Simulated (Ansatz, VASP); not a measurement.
## Cl in VASP and in Ansatz

Contents of INCAR:

```
SYSTEM = Cl
ALGO = Normal
EDIFF = 1E-6
ENCUT = 520
GGA = PE
ISIF = 2
ISMEAR = -1
LASPH = .TRUE.
LCHARG = .FALSE.
LREAL = .FALSE.
LWAVE = .FALSE.
NBANDS = 22
NELM = 80
PREC = Accurate
SIGMA = 0.05
```

Contents of KPOINTS:

```
k-points
0
G
  7 7 4
  0 0 0
```

POSCAR

```
Cl
1.0
    3.1450000000     -2.2500000000      0.0000000000
    3.1450000000      2.2500000000      0.0000000000
    0.0000000000      0.0000000000      8.2100000000
Cl
4
Direct
    0.3700000000      0.6300000000      0.4000000000
    0.1300000000      0.8700000000      0.9000000000
    0.6300000000      0.3700000000      0.6000000000
    0.8700000000      0.1300000000      0.1000000000
```

The input input.yaml:

```yaml
crystal:
  lattice:
    - [3.145, -2.25, 0.0]
    - [3.145, 2.25, 0.0]
    - [0.0, 0.0, 8.21]
  atoms:
    - { symbol: Cl, position: [0.37, 0.63, 0.4] }
    - { symbol: Cl, position: [0.13, 0.87, 0.9] }
    - { symbol: Cl, position: [0.63, 0.37, 0.6] }
    - { symbol: Cl, position: [0.87, 0.13, 0.1] }
kpoints:
  mp_grid: { grid: [7, 7, 4] }
  band_path:
    path:
      - [0.0, 0.0, 0.0]
      - [0.3779569104, -0.3779569104, 0.0]
      - [0.0, -0.5, 0.0]
      - [0.0, -0.5, -0.5]
      - [0.3779569104, -0.3779569104, -0.5]
      - [0.0, 0.0, -0.5]
      - [0.0, 0.0, 0.0]
      - [-0.5, -0.5, 0.0]
    npoints: 8
scf:
  occupations: { method: fermi_dirac, width: 0.05 }
hamiltonian:
  xc: pbe
  pseudopotentials: { kind: all_electron, lapw: { basis_error: 0.002 } }
output:
  forces: true
  stress: true
  eigenvalues: true
```

Alike in both runs: functional PBE; k mesh 7 × 7 × 4; occupations fermi-dirac, width 0.05 eV; no spin polarisation.

|  | VASP | Ansatz |
| --- | --- | --- |
| version | VASP 6.6.1 | Ansatz 0.2.0 |
| potentials or method | VASP PAW PBE potentials, release 64 (Cl), cutoff 520 eV | all-electron LAPW, scalar-relativistic |
| task | single point | band structure |

|  | VASP | Ansatz | Ansatz less VASP |
| --- | --- | --- | --- |
| gap on the k mesh at the Fermi level (eV) | 2.54 | 2.50 | -0.038 |
| least direct gap on the mesh (eV) | 2.59 | 2.56 | -0.038 |
| pressure (GPa) | 0.3 | 0.7 | +0.38 |
| traceless stress, the component that is largest in VASP (GPa) | 0.91 | 0.60 | -0.319 |
| rms of the force components (eV/Å) | 0.101 | 0.056 | -0.0447 |

Atom by atom the forces differ by 0.105 eV/Å (rms over components). Ansatz ran all-electron here, and VASP with PAW potentials.
